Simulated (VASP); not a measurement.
Write the native input for VASP 6.6.1 that does the following.

- Task: single point
- Functional: PBE
- Potentials or basis: VASP PAW PBE potentials, release 64 (Nb_sv, Ru_pv, C)
- Cutoff: 520 eV
- k mesh: 6 × 6 × 4
- Occupations: gaussian, width 0.1 eV
- Spin: no spin polarisation
- Dipole correction: no
- Further INCAR settings: ALGO = Normal; EDIFF = 1e-06; NBANDS = 38

The structure of NbRu3C lies in POSCAR:

```
NbRu3C
1.0
    5.3939223098     -0.0000000038      0.0000000000
   -2.6969611516      4.6712737482      0.0000000000
    0.0000000000      0.0000000000      2.7745328384
Nb Ru C
1 3 1
Direct
    0.6666666667      0.3333333333      0.5000000000
    0.1652168860      0.8347831140      0.5000000000
    0.1652168860      0.3304337719      0.5000000000
    0.6695662281      0.8347831140      0.5000000000
    0.3333333333      0.6666666667      0.0000000000
```

The cell was built from a structure type or drawn by symmetry, and may not be a known phase.

One way to write it, as run:

INCAR

```
PREC = Accurate ; ENCUT = 520
EDIFF = 1E-6 ; ISMEAR = 0
SIGMA = 0.1 ; LREAL = F
LASPH = T ; NELM = 100
ALGO = Normal ; ISIF = 2
LWAVE = F ; LCHARG = F
GGA = PE ; NBANDS = 38
```

KPOINTS

```
Automatic mesh
0
Gamma
  6 6 4
```

Potentials or basis: VASP PAW PBE potentials, release 64 (Nb_sv, Ru_pv, C).

Run with:

```console
$ cat potpaw_PBE.64/Nb_sv/POTCAR potpaw_PBE.64/Ru_pv/POTCAR potpaw_PBE.64/C/POTCAR > POTCAR
$ mpirun -np 1 vasp_std > vasp.out
```

It gave:

```json
{
  "Pressure": "0.1 GPa",
  "Largest force": "0.014 eV/Å",
  "Band gap on the k mesh": "zero (an odd number of electrons rules out a gap without spin polarisation)"
}
```

Caveat: the k points lie up to 0.57 Å⁻¹ apart, too coarse for converged energies and pressures of a metal.

Run time: 25 s on 1 thread of Intel(R) Xeon(R) 6975P-C (Granite Rapids), with other jobs on the host, peak memory 0.21 GiB.
